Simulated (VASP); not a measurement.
Ti, 3 atoms in the cell. Symmetry: P6/mmm, No. 191, hexagonal system. The conventional cell has a = 4.436 Å, b = 4.436 Å, c = 2.738 Å, α = 90.00°, β = 90.00°, γ = 120.00°. Within 3.6 Å of Ti (site symmetry 6/mmm) lie 14 Ti at 2.74 to 2.90 Å. Ti (site symmetry -6m2) has 11 Ti at 2.56 to 2.90 Å within 3.4 Å. This isn't the form of Ti at room conditions, which is hcp.

```yaml
Program: VASP 6.6.1
Task: single point
Functional: RPBE
Potentials_or_basis: VASP PAW PBE potentials, release 64 (Ti_sv)
Cutoff: 520 eV
k_mesh: 9 × 9 × 12
Occupations: fermi-dirac, width 0.1 eV
Spin: no spin polarisation
Dipole_correction: no
Further_INCAR_settings: ALGO = Normal; EDIFF = 1e-06; NBANDS = 25
```

Potentials or basis: VASP PAW PBE potentials, release 64 (Ti_sv).

Launch:

```bash
$ cat potpaw_PBE.64/Ti_sv/POTCAR > POTCAR
$ mpirun -np 1 vasp_std > vasp.out
```

Hardware: 1 thread of Intel Xeon 8259CL, with other jobs on the host.

Estimate the wall time of this run.

It took 3.1 min on 1 thread of Intel Xeon 8259CL (shared host), peak memory 0.21 GiB. Counts: scf iterations 15, k points 84.
